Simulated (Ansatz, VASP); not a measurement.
Two plane-wave programs on Rb4O

```
Rb O
1.0
    -4.34292    4.34292    4.34292
     4.34292   -4.34292    4.34292
     4.34292    4.34292   -4.34292
Rb O
4 1
Cartesian
  2.8734 -2.8734 2.8734
  1.4695 1.4695 1.4695
  2.8734 2.8734 -2.8734
  -2.8734 2.8734 2.8734
  0.0000 0.0000 0.0000
```

Change from the starting cell: species swapped into the GeF4 type (I-43m, No. 217).

Alike in both runs: task relaxation of cell and atoms; functional PBE; k mesh 6 × 6 × 6; occupations gaussian, width 0.1 eV; no spin polarisation.

```csv
,VASP,Ansatz
version,VASP 6.6.1,Ansatz 0.2.0
potentials or method,"VASP PAW PBE potentials, release 64 (Rb_sv, O), cutoff 600 eV","scalar-relativistic, plane waves, PAW"
valence electrons in the cell,42,42
```

|  | VASP | Ansatz | Ansatz less VASP |
| --- | --- | --- | --- |
| gap on the k mesh at the Fermi level, each at its own relaxed structure (eV) | none | none | - |
| relaxed volume (Å³/atom) | 68.31 | 68.25 | -0.065 |
| relaxed cell length with the largest relative difference (Å) | 7.627 | 7.625 | -0.0024 |

A gap of «none» marks a metal or a gap that the smearing closes.
